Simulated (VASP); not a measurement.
# PrBe3Si (I4mm) in VASP: further runs, part 2 of 2

VASP 6.6.1. The steps go on from the part before.

### Step 3. Relaxation of cell and atoms, PBE

This run uses another cell than the first one, of 12.80 Å³/atom.

INCAR

```
SYSTEM = PrBe3Si
PREC = Accurate
ENCUT = 600
EDIFF = 1E-7
ISMEAR = 0
SIGMA = 0.2
LREAL = .FALSE.
LASPH = .TRUE.
NELM = 200
ALGO = Normal
ISIF = 3
LWAVE = .FALSE.
LCHARG = .FALSE.
GGA = PE
IBRION = 2
NSW = 36
EDIFFG = -0.08
GGA_COMPAT = .FALSE.
NELMIN = 4
LMAXMIX = 6
```

KPOINTS

```
regular mesh
0
G
  6 6 6
  0 0 0
```

POSCAR

```
PrBe3Si
1.0
   -1.9018086800      1.9018086800      4.4249808800
    1.9018086800     -1.9018086800      4.4249808800
    1.9018086800      1.9018086800     -4.4249808800
Pr Be Si
1 3 1
Direct
    0.0043806600      0.0043806600      0.0000000000
    0.4268558900      0.4268558900      0.0000000000
    0.2610403700      0.7610403700      0.5000000000
    0.7610403700      0.2610403700      0.5000000000
    0.6616827200      0.6616827200      0.0000000000
```

Potentials or basis: VASP PAW PBE potentials, release 64 (Pr_3, Be, Si), 4f in core.

Started as:

```sh
$ cat potpaw_PBE.64/Pr_3/POTCAR potpaw_PBE.64/Be/POTCAR potpaw_PBE.64/Si/POTCAR > POTCAR
$ mpirun -np 1 vasp_std > vasp.out
```

OUTCAR:

```text
SYSTEM = PrBe3Si
   PREC = Accurate
   ENCUT = 600
   EDIFF = 1E-7
   ISMEAR = 0
   LREAL = .FALSE.
   LASPH = .TRUE.
   NELM = 200
   ISIF = 3
   GGA = PE
   IBRION = 2
   NSW = 36
   EDIFFG = -0.08
   NELMIN = 4

 ion  position               nearest neighbor table
   1  0.004  0.004  0.000-   2 2.78   2 2.78   2 2.78   2 2.78   4 2.87   4 2.87   3 2.87   3 2.87
                             4 2.96   3 2.96   4 2.96   3 2.96   5 3.03   5 3.03   5 3.03   5 3.03
   2  0.427  0.427  0.000-   5 2.08   1 2.78   1 2.78   1 2.78   1 2.78
   3  0.261  0.761  0.500-   5 2.10   5 2.10   1 2.87   1 2.87   1 2.96   1 2.96
   4  0.761  0.261  0.500-   5 2.10   5 2.10   1 2.87   1 2.87   1 2.96   1 2.96
   5  0.662  0.662  0.000-   2 2.08   4 2.10   3 2.10   3 2.10   4 2.10   1 3.03   1 3.03   1 3.03
                             1 3.03   1 3.03

  LATTYP: Found a body centered tetragonal cell.
 ALAT       =     3.8036173600
 C/A-ratio  =     2.3267224125

  Lattice vectors:

 A1 = (  -1.9018086800,   1.9018086800,   4.4249808800)
 A2 = (   1.9018086800,  -1.9018086800,   4.4249808800)
 A3 = (   1.9018086800,   1.9018086800,  -4.4249808800)

Analysis of symmetry for initial positions (statically):
=====================================================================
 Subroutine PRICEL returns:
 Original cell was already a primitive cell.

 Routine SETGRP: Setting up the symmetry group for a
 body centered tetragonal supercell.
[... 185 lines left out ...]
  external PRESSURE =     223.2931219 kB  Pullay stress =       0.0000000 kB
[... 26 lines left out ...]
--------------------------------------- Ionic step        2  -------------------------------------------

 number of electron      21.0000000 magnetization

 E-fermi :   4.6028     XC(G=0):  -9.9528

 val. band max:        4.5558358016   @ k =   0.1667   0.1667   0.0000
 cond. band min:       4.6684262138   @ k =   0.5000   0.5000   0.3333
 fundamental gap:      0.1125904122
 Fermi energy:         4.6027826332

 k-point     1 :       0.0000    0.0000    0.0000
  band No.  band energies     occupation
      1     -31.1106      2.00000
      2     -13.2251      2.00000
      3     -12.9940      2.00000
      4     -12.9940      2.00000
      5      -4.6974      2.00000
      6       0.7332      2.00000
      7       1.6965      2.00000
      8       2.2765      2.00000
      9       2.2765      2.00000
     10       3.9001      2.00000
     11       6.0899      0.00000
     12       6.0899      0.00000
     13       6.2418      0.00000
     14       6.9725      0.00000
[... 663 lines left out ...]
--------------------------------------- Ionic step        9  -------------------------------------------

 number of electron      21.0000000 magnetization

 Free energy of the ion-electron system (eV)
  ---------------------------------------------------
  ext. energy  EPLUGINS =         0.00000000
  ---------------------------------------------------
  free energy    TOTEN  =       -22.65667871 eV

  energy without entropy =      -22.63223667  energy(sigma->0) =      -22.64445769

 E-fermi :   5.3045     XC(G=0): -10.3761

 val. band max:        5.2020785926   @ k =   0.1667   0.1667   0.0000
 cond. band min:       5.3126554121   @ k =   0.3333  -0.0000   0.0000
 fundamental gap:      0.1105768194
 Fermi energy:         5.3044531373

 k-point     1 :       0.0000    0.0000    0.0000
  band No.  band energies     occupation
      1     -29.9977      2.00000
      2     -12.2066      2.00000
      3     -11.9158      2.00000
      4     -11.9158      2.00000
      5      -4.2322      2.00000
      6       1.0636      2.00000
      7       2.4178      2.00000
      8       3.0009      2.00000
      9       3.0009      2.00000
     10       4.3539      2.00000
     11       6.9350      0.00000
     12       6.9350      0.00000
     13       7.5706      0.00000
     14       8.2504      0.00000
[... 423 lines left out ...]
  FREE ENERGIE OF THE ION-ELECTRON SYSTEM (eV)
  ---------------------------------------------------
  free  energy   TOTEN  =       -22.6566787100 eV

  energy  without entropy=      -22.6322366676  energy(sigma->0) =      -22.64445769

 reached required accuracy - stopping structural energy minimisation
```

It took 3.9 min on 1 thread of Intel Xeon 6975P-C (Granite Rapids), shared host; peak memory 0.3 GiB.

What came out:

| Item | Value |
| --- | --- |
| Free energy | -22.6567 eV |
| Relaxed volume | 14.70 Å³/atom |
| Relaxed cell | a = 5.503 Å, b = 5.503 Å, c = 5.503 Å, α = 138.11°, β = 138.11°, γ = 60.73° |
| Space group after relaxing (to 0.1 Å) | I4mm (No. 107) |
| Energy gained by relaxing | 273.2 meV/atom |
| Ionic steps | 9 |
| Pressure after relaxing | 0.2 GPa |
| Largest force after relaxing | 0.057 eV/Å |
| Band gap on the k mesh | zero (an odd number of electrons rules out a gap without spin polarisation) |

Forces on the atoms (eV/Å):
```
Pr   0.000  0.000 -0.057
Be   0.000  0.000  0.022
Be   0.000  0.000  0.002
Be   0.000  0.000  0.002
Si   0.000  0.000  0.032
```

Step by step:
| step | energy change (eV) | largest force (eV/Å) | pressure (GPa) | volume (Å³) |
| --- | --- | --- | --- | --- |
| 1 | 0.0000 | 2.9661 | 22.33 | 64.02 |
| 2 | -1.0067 | 0.6103 | -7.78 | 82.01 |
| 3 | -1.1018 | 0.9953 | -2.99 | 77.19 |
| 4 | -1.2606 | 0.6827 | -1.67 | 75.53 |
| 5 | -1.3436 | 0.4109 | 0.56 | 73.45 |
| 6 | -1.3439 | 0.4069 | 0.75 | 73.30 |
| 7 | -1.3584 | 0.2252 | -0.20 | 73.93 |
| 8 | -1.3618 | 0.0829 | -0.91 | 74.43 |
| 9 | -1.3662 | 0.0571 | 0.25 | 73.48 |

Final structure:
```
Pr Be Si
1.0
    -1.96705    1.96705    4.74780
     1.96705   -1.96705    4.74780
     1.96705    1.96705   -4.74780
Pr Be Si
1 3 1
Direct
  0.02172 0.02172 0.00000
  0.39573 0.39573 0.00000
  0.27642 0.77642 0.50000
  0.77642 0.27642 0.50000
  0.64472 0.64472 0.00000
```

Levels at points of the mesh, in eV from the Fermi level:
```
           k point  band 6  band 7  band 8  band 9  band 10  band 11  band 12  band 13  band 14
(0.00, 0.00, 0.00)   -4.24   -2.89   -2.30   -2.30    -0.95     1.63     1.63     2.27     2.95
(0.50, 0.00, 0.00)   -5.69   -3.13   -3.12   -1.70     0.07     0.60     0.71     1.68     2.91
(0.50, 0.50, 0.00)   -4.47   -4.02   -3.77   -3.02    -1.73    -0.95     3.32     4.37     4.53
(0.50, 0.50, 0.50)   -6.12   -1.77   -1.77   -1.16     0.33     1.21     1.60     1.60     3.52
```

Caveat: spin-orbit coupling is left out, which moves the levels of the heavy elements; the 4f electrons are frozen in the core, so they carry no moment and show no levels; the relaxation stopped at a loose force limit of 0.08 eV/Å, so its end isn't a converged minimum. Spin polarisation is off, so any magnetic state and its effect on volume and gap are missing.

The gap in the log of VASP goes by the Fermi energy; the results here count the filled bands.